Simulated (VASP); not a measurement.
# Os (P6_3/mmc) in VASP: further runs, part 2 of 2

VASP 6.6.1. The steps go on from the part before.

## Step 3: Single point, PBE

Contents of INCAR:

```
SYSTEM = Os
PREC = Accurate
ENCUT = 600
EDIFF = 1E-6
ISMEAR = -1
SIGMA = 0.15
LREAL = .FALSE.
LASPH = .TRUE.
NELM = 120
ALGO = Normal
ISIF = 2
LWAVE = .FALSE.
LCHARG = .FALSE.
GGA = PE
NBANDS = 15
GGA_COMPAT = .FALSE.
```

Contents of KPOINTS:

```
Automatic mesh
0
G
  18 18 10
  0 0 0
```

Contents of POSCAR:

```
Os
1.0
    2.7544100470      0.0000000000      0.0000000000
   -1.3772050235      2.3853890731      0.0000000000
    0.0000000000      0.0000000000      4.3491875722
Os
2
Direct
    0.3333333333      0.6666666667      0.2500000000
    0.6666666667      0.3333333333      0.7500000000
```

Potentials or basis: VASP PAW PBE potentials, release 64 (Os).

Command:

```bash
$ cat potpaw_PBE.64/Os/POTCAR > POTCAR
$ mpirun -np 1 vasp_std > vasp.out
```

OUTCAR:

```text
SYSTEM = Os
   PREC = Accurate
   ENCUT = 600
   EDIFF = 1E-6
   ISMEAR = -1
   LREAL = .FALSE.
   LASPH = .TRUE.
   NELM = 120
   ISIF = 2
   GGA = PE

 ion  position               nearest neighbor table
   1  0.333  0.667  0.250-   2 2.69   2 2.69   2 2.69   2 2.69   2 2.69   2 2.69
   2  0.667  0.333  0.750-   1 2.69   1 2.69   1 2.69   1 2.69   1 2.69   1 2.69

  LATTYP: Found a hexagonal cell.
 ALAT       =     2.7544100470
 C/A-ratio  =     1.5789905998

  Lattice vectors:

 A1 = (   2.7544100470,   0.0000000000,   0.0000000000)
 A2 = (  -1.3772050235,   2.3853890731,   0.0000000000)
 A3 = (   0.0000000000,   0.0000000000,   4.3491875722)

Analysis of symmetry for initial positions (statically):
=====================================================================
 Subroutine PRICEL returns:
 Original cell was already a primitive cell.

 Routine SETGRP: Setting up the symmetry group for a
 hexagonal supercell.

 Subroutine GETGRP returns: Found 24 space group operations
 (whereof 12 operations were pure point group operations)
 out of a pool of 24 trial point group operations.

The static configuration has the point symmetry D_3d.
 The point group associated with its full space group is D_6h.

Analysis of symmetry for dynamics (positions and initial velocities):
=====================================================================
 Subroutine PRICEL returns:
 Original cell was already a primitive cell.

 Routine SETGRP: Setting up the symmetry group for a
 hexagonal supercell.

 Subroutine GETGRP returns: Found 24 space group operations
 (whereof 12 operations were pure point group operations)
 out of a pool of 24 trial point group operations.

The dynamic configuration has the point symmetry D_3d.
 The point group associated with its full space group is D_6h.

 Subroutine INISYM returns: Found 24 space group operations
 (whereof 12 operations are pure point group operations),
 and found     1 'primitive' translations

----------------------------------------------------------------------------------------

                                     Primitive cell

  volume of cell :      28.5756

  direct lattice vectors                    reciprocal lattice vectors
     2.754410047  0.000000000  0.000000000     0.363054151  0.209609412  0.000000000
    -1.377205023  2.385389073  0.000000000     0.000000000  0.419218823  0.000000000
     0.000000000  0.000000000  4.349187572     0.000000000  0.000000000  0.229928000

  length of vectors
     2.754410047  2.754410047  4.349187572     0.419218823  0.419218823  0.229928000

  position of ions in fractional coordinates (direct lattice)
     0.333333333  0.666666667  0.250000000
     0.666666667  0.333333333  0.750000000

  ion indices of the primitive-cell ions
   primitive index   ion index
                 1           1
                 2           2

----------------------------------------------------------------------------------------

 KPOINTS: Automatic mesh

Automatic generation of k-mesh.
 Grid dimensions read from file:
 generate k-points for:   18   18   10

[... 42 lines left out ...]
  0.333333  0.111111  0.000000     12.000000
  0.388889  0.111111  0.000000     12.000000
 [... further k-points ...]
   k-points           NKPTS =    222   k-points in BZ     NKDIM =    222   number of bands    NBANDS=     15
   number of dos      NEDOS =    301   number of ions     NIONS =      2
   total plane-waves  NPLWV =  20736
   dimension x,y,z NGX =    24 NGY =   24 NGZ =   36
   dimension x,y,z NGXF=    48 NGYF=   48 NGZF=   72
   ions per type =               2
   NGX,Y,Z   is equivalent  to a cutoff of  14.49, 14.49, 13.76 a.u.
   NGXF,Y,Z  is equivalent  to a cutoff of  28.97, 28.97, 27.52 a.u.
 SYSTEM =  Os
   PREC   = accura    normal or accurate (medium, high low for compatibility)
   ISTART =      0    job   : 0-new  1-cont  2-samecut
   ICHARG =      2    charge: 1-file 2-atom 10-const
   ISPIN  =      1    spin polarized calculation?
   LNONCOLLINEAR =      F non collinear calculations
   LSORBIT =      F    spin-orbit coupling
   LASPH  =      T    aspherical Exc in radial PAW
   ENCUT  =  600.0 eV  44.10 Ry    6.64 a.u.   5.50  5.50  8.69*2*pi/ulx,y,z
   NELM   =    120;   NELMIN=  2; NELMDL= -5     # of ELM steps
   EDIFF  = 0.1E-05   stopping-criterion for ELM
   LREAL  =      F    real-space projection
   EDIFFG = 0.1E-04   stopping-criterion for IOM
   NSW    =      0    number of steps for IOM
   IBRION =     -1    ionic relax: 0-MD 1-quasi-New 2-CG
   NFREE  =      0    steps in history (QN), initial steepest desc. (CG)
   ISIF   =      2    stress and relaxation
   ISYM   =      2    0-nonsym 1-usesym 2-fastsym
   POTIM  = 0.5000    time-step for ionic-motion
   TEBEG  =    0.0;   TEEND  =   0.0 temperature during run
   PSTRESS=    0.0 pullay stress
   NELECT =      16.0000    total number of electrons
   NUPDOWN=      -1.0000    fix difference up-down
   EMIN   =  10.00;   EMAX   =-10.00  energy-range for DOS
   EFERMI =   0.00;   METHOD = LEGACY
   ISMEAR =    -1;   SIGMA  =   0.15  broadening in eV -4-tet -1-fermi 0-gaus
   EFERMI_NEDOS =   21; number of points for ismear=-14 and -15
   IALGO  =     38    algorithm
   IMIX   =      4    mixing-type and parameters
     AMIX     =   0.40;   BMIX     =  1.00
     AMIX_MAG =   1.60;   BMIX_MAG =  1.00
  volume/ion in A,a.u.               =      14.29        96.42
  Fermi-wavevector in a.u.,A,eV,Ry     =   1.349324  2.549852 24.771782  1.820675
  Thomas-Fermi vector in A             =   2.476920
   LORBIT       =      0    0 simple, 1 ext, 2 COOP (PROOUT), +10 PAW based schemes
   GGA     = PE    functional components
   LHFCALC =     F    Hartree Fock is set to
   AEXX    =    0.0000 exact exchange contribution
   IVDW    =     0    specifies the selected vdW correction
   LEPSILON=     F    determine dielectric tensor
   LRPA    =     F    only Hartree local field effects (RPA)
 non-spin polarized calculation
  energy-cutoff  :      600.00
  volume of cell :       28.58
 maximum number of plane-waves:       980
 NGX is ok and might be reduce to    24
   NGX = 11   NGY = 11   NGZ = 17

 number of electron      16.0000000 magnetization

 Free energy of the ion-electron system (eV)
  ---------------------------------------------------
  ext. energy  EPLUGINS =         0.00000000
  ---------------------------------------------------
  free energy    TOTEN  =       -22.54680102 eV

  energy without entropy =      -22.45159384  energy(sigma->0) =      -22.49919743

 E-fermi :   9.1706     XC(G=0): -13.9356

 val. band max:        9.1624050398   @ k =   0.1667   0.1111   0.3000
 cond. band min:       9.1815927094   @ k =   0.0000   0.0000   0.0000
 fundamental gap:      0.0191876696
 Fermi energy:         9.1705732769

 k-point     1 :       0.0000    0.0000    0.0000
  band No.  band energies     occupation
      1      -1.6022      2.00000
      2       1.5577      2.00000
      3       6.1900      2.00000
      4       6.1900      2.00000
      5       6.4419      2.00000
      6       7.0041      2.00000
      7       7.0041      2.00000
      8       7.6294      1.99993
      9       7.6294      1.99993
     10       9.1816      0.96329
     11      10.7847      0.00004
     12      10.7847      0.00004
     13      17.9801      0.00000
     14      23.1865      0.00000
[... 401 lines left out ...]
      2       2.6194      2.00000
      3       2.9737      2.00000
      4       5.6424      2.00000
      5       5.7061      2.00000
      6       6.5982      2.00000
      7       7.2838      1.99999
      8      10.6822      0.00008
      9      11.0961      0.00001
     10      11.5682      0.00000
     11      12.9312      0.00000
     12      15.8971      0.00000
     13      18.3966      0.00000
     14      19.5058      0.00000
     15      21.1545      0.00000

 [... further k-points ...]

------------------------ aborting loop because EDIFF is reached ----------------------------------------

  FORCE on cell =-STRESS in cart. coord.  units (eV):
  Direction    XX          YY          ZZ          XY          YZ          ZX
  --------------------------------------------------------------------------------------
  -------------------------------------------------------------------------------------
  Total        0.0122145      0.0122145     -0.0052875      0.0000000      0.0000000      0.0000000
  in kB        0.6848409      0.6848409     -0.2964599      0.0000000      0.0000000      0.0000000
  external PRESSURE =       0.3577406 kB  Pullay stress =       0.0000000 kB

 VOLUME and BASIS-vectors are now :
 -----------------------------------------------------------------------------
  energy-cutoff  :      600.00
  volume of cell :       28.58
      direct lattice vectors                 reciprocal lattice vectors
     2.754410047  0.000000000  0.000000000     0.363054151  0.209609412  0.000000000
    -1.377205023  2.385389073  0.000000000     0.000000000  0.419218823  0.000000000
     0.000000000  0.000000000  4.349187572     0.000000000  0.000000000  0.229928000

 POSITION                                       TOTAL-FORCE (eV/Angst)
 -----------------------------------------------------------------------------------
     -0.00000      1.59026      1.08730         0.000000      0.000000      0.000000
      1.37721      0.79513      3.26189        -0.000000     -0.000000      0.000000
 -----------------------------------------------------------------------------------
    total drift:                               -0.000000      0.000000     -0.000000

  FREE ENERGIE OF THE ION-ELECTRON SYSTEM (eV)
  ---------------------------------------------------
  free  energy   TOTEN  =       -22.5468010192 eV

  energy  without entropy=      -22.4515938407  energy(sigma->0) =      -22.49919743
```

OSZICAR:

```text
N       E                     dE             d eps       ncg     rms          rms(c)
DAV:   1     0.115092584014E+03    0.11509E+03   -0.80577E+03  6660   0.115E+03
DAV:   2    -0.181845683221E+02   -0.13328E+03   -0.11589E+03  6745   0.339E+02
DAV:   3    -0.239279953865E+02   -0.57434E+01   -0.54901E+01  8907   0.627E+01
DAV:   4    -0.239776014625E+02   -0.49606E-01   -0.49503E-01  7339   0.603E+00
DAV:   5    -0.239778717125E+02   -0.27025E-03   -0.27024E-03  9027   0.414E-01    0.221E+01
DAV:   6    -0.228720689606E+02    0.11058E+01   -0.94423E-01  8417   0.839E+00    0.987E+00
DAV:   7    -0.225549551097E+02    0.31711E+00   -0.63121E-01  8613   0.674E+00    0.494E-01
DAV:   8    -0.225496815163E+02    0.52736E-02   -0.62617E-03  6842   0.588E-01    0.327E-01
DAV:   9    -0.225467996380E+02    0.28819E-02   -0.16437E-03  8060   0.404E-01    0.504E-02
DAV:  10    -0.225468248202E+02   -0.25182E-04   -0.73135E-05  8676   0.750E-02    0.101E-02
DAV:  11    -0.225468018700E+02    0.22950E-04   -0.43538E-06  7500   0.219E-02    0.136E-03
DAV:  12    -0.225468010192E+02    0.85080E-06   -0.88833E-08  4562   0.307E-03
   1 F= -.22546801E+02 E0= -.22499197E+02  d E =-.952072E-01
```

stdout:

```text
POSCAR found type information on POSCAR Os
 POSCAR found :  1 types and       2 ions
 scaLAPACK will be used
 LDA part: xc-table for (Slater+PW92), standard interpolation
 POSCAR, INCAR and KPOINTS ok, starting setup
 FFT: planning ... GRIDC
 FFT: planning ... GRID_SOFT
 FFT: planning ... GRID
 WAVECAR not read
 entering main loop
```

Run time: 79 s. Hardware: 1 thread of Intel Xeon 8259CL, shared host; peak memory 0.23 GiB.

Results:

| Property | Result |
| --- | --- |
| Free energy | -22.5468 eV |
| Pressure | 0.0 GPa |
| Band gap on the k mesh | zero (bands 8 and 9 overlap by 3.79 eV) |

Stress tensor (GPa, compression positive):
```
 0.07  0.00  0.00
 0.00  0.07  0.00
 0.00  0.00 -0.03
```

Caveat: spin-orbit coupling is left out, which moves the levels of the heavy elements.
